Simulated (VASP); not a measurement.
Crystal: KF.

```xyz
2
Lattice="0.0000 2.7243 2.7243 2.7243 0.0000 2.7243 2.7243 2.7243 0.0000" Properties=species:S:1:pos:R:3 pbc="T T T"
K     0.0000    0.0000    0.0000
F     2.7243    2.7243    2.7243
```

- Program: VASP 6.6.1
- Task: relaxation of cell and atoms
- Functional: PBEsol
- Potentials or basis: VASP PAW PBE potentials, release 64 (K_sv, F)
- Cutoff: 840 eV
- k mesh: 9 × 9 × 9
- Occupations: gaussian, width 0.03 eV
- Spin: no spin polarisation

At the start: pressure -2.0 GPa; volume 20.22 Å³/atom.

Where does the relaxation end?

Over 7 steps the energy falls by 9.3 meV/atom and the volume is 18.79 Å³/atom (-7.1 %); space group Fm-3m (No. 225, to 0.1 Å) before and after.

The path:
```
step  energy change (eV)  largest force (eV/Å)  pressure (GPa)  volume (Å³)
   1              0.0000                0.0000           -2.04        40.44
   2             -0.0146                0.0000           -1.08        38.95
   3             -0.0193                0.0000           -0.07        37.68
   4             -0.0193                0.0000            0.00        37.60
   5             -0.0185                0.0000           -0.03        37.60
   6             -0.0185                0.0000           -0.01        37.58
   7             -0.0185                0.0000           -0.01        37.58
```

Final structure:
```
K F
1.0
     0.00000    2.65860    2.65860
     2.65860    0.00000    2.65860
     2.65860    2.65860    0.00000
K F
1 1
Cartesian
  0.0000 0.0000 0.0000
  2.6586 2.6586 2.6586
```

Where two steps share one volume, the run began anew on that cell with a basis built for it.

Caveat: the PAW data sets were made with another functional, which shifts forces and pressure a little.
